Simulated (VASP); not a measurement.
LiTa16 (a cell with a defect): single point with PBE

The system is LiTa16 (a cell with a defect).

```
Ta Li
1.0
     6.62000    0.00000    0.00000
     0.00000    6.62000    0.00000
     0.00000    0.00000    6.62000
Ta Li
16 1
Direct
  0.97388 0.99577 0.00245
  0.47574 0.95920 0.02432
  0.98219 0.51030 0.01144
  0.02921 0.98884 0.48615
  0.27449 0.24322 0.23781
  0.49474 0.53479 0.01261
  0.47263 0.00897 0.47819
  0.74662 0.25076 0.28508
  0.01929 0.51586 0.50840
  0.23196 0.74257 0.26119
  0.25438 0.25946 0.76270
  0.51036 0.51104 0.50325
  0.76130 0.75295 0.24224
  0.77338 0.24109 0.69909
  0.25432 0.72527 0.75754
  0.75187 0.74961 0.72811
  0.61270 0.26329 0.00261
```

```yaml
Program: VASP 6.6.1
Task: single point
Functional: PBE
Potentials_or_basis: VASP PAW PBE potentials, release 64 (Ta_pv, Li_sv)
Cutoff: 520 eV
k_mesh: 2 × 2 × 2
Occupations: fermi-dirac, width 0.05 eV
Spin: no spin polarisation
```

```
Largest force          : 3.557 eV/Å
Band gap on the k mesh : zero (an odd number of electrons rules out a gap without spin polarisation)
```

Forces in eV/Å, atoms in the order of the input:
```
Ta   1.309  0.815 -0.594
Ta   0.314  0.397 -2.304
Ta   0.791 -1.853 -1.071
Ta  -1.731  1.285  1.409
Ta  -2.664  1.765  0.403
Ta  -0.884  1.075 -0.446
Ta   2.202 -1.357  2.441
Ta   2.357 -0.157  0.408
Ta  -0.954 -1.880 -0.756
Ta   1.392 -0.353 -1.277
Ta   0.156 -0.842 -0.130
Ta  -0.727 -0.674 -0.286
Ta  -1.331  0.008  1.784
Ta   0.031  0.234  1.230
Ta  -0.953  2.304 -0.212
Ta  -0.105  0.877  1.323
Li   0.797 -1.644 -1.921
```

Levels at points of the mesh, in eV from the Fermi level:
```
           k point  band 86  band 87  band 88  band 89  band 90  band 91  band 92  band 93
(0.00, 0.00, 0.00)     0.37     0.46     0.52     0.55     0.68     0.71     0.81     1.02
(0.50, 0.00, 0.00)    -0.41    -0.33     0.00     0.14     0.17     0.37     0.40     0.54
(0.00, 0.50, 0.00)    -0.30    -0.09     0.00     0.03     0.11     0.19     0.29     0.54
(0.00, 0.00, 0.50)    -0.31    -0.13    -0.02     0.09     0.18     0.24     0.33     0.56
(0.50, 0.50, 0.00)    -0.68    -0.57    -0.50    -0.35    -0.28    -0.16    -0.07     0.33
(0.00, 0.50, 0.50)    -0.69    -0.58    -0.47    -0.38    -0.15    -0.06     0.04     0.25
(0.50, 0.00, 0.50)    -0.60    -0.59    -0.50    -0.45    -0.34    -0.12    -0.01     0.35
(0.50, 0.50, 0.50)    -1.21    -1.12    -1.05    -0.99    -0.94    -0.88    -0.75    -0.62
```

It took 6.7 min on 1 thread of Intel(R) Xeon(R) Platinum 8488C (Sapphire Rapids) (shared host), peak memory 0.44 GiB.

Caveat: the k points lie up to 0.47 Å⁻¹ apart, too coarse for converged energies and pressures of a metal; the atoms stand as in a frame of molecular dynamics; spin-orbit coupling is left out, which moves the levels of the heavy elements.
